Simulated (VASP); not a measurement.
Input of a VASP 6.6.1 run:

Contents of INCAR:

```
PREC = Accurate
ENCUT = 600
EDIFF = 1E-7
ISMEAR = 0
SIGMA = 0.5
LREAL = F
LASPH = T
NELM = 60
ALGO = Normal
ISIF = 3
LWAVE = F
LCHARG = F
GGA = CA
IBRION = 2
NSW = 80
EDIFFG = -0.002
```

Contents of KPOINTS:

```
Automatic mesh
0
Gamma
  30 30 30
```

POSCAR

```
Al
1.0
    0.0000000000      2.0248050000      2.0248050000
    2.0248050000      0.0000000000      2.0248050000
    2.0248050000      2.0248050000      0.0000000000
Al
1
Direct
    0.0000000000      0.0000000000      0.0000000000
```

Potentials or basis: VASP PAW LDA potentials, release 64 (Al).

Run with:

```bash
$ cat potpaw_LDA.64/Al/POTCAR > POTCAR
$ mpirun -np 1 vasp_std > vasp.out
```

Estimate the space group after relaxing (to 0.1 Å).

Fm-3m (No. 225).

Predict the band gap on the k mesh.

zero (an odd number of electrons rules out a gap without spin polarisation).

What does it give for the relaxed volume?

15.85 Å³/atom.

Final structure:
```
Al
1.0
     0.00000    1.99370    1.99370
     1.99370    0.00000    1.99370
     1.99370    1.99370    0.00000
Al
1
Direct
  0.00000 0.00000 0.00000
```

Caveat: so wide a smearing shifts energies and pressures. LDA usually gives volumes a few per cent too small.
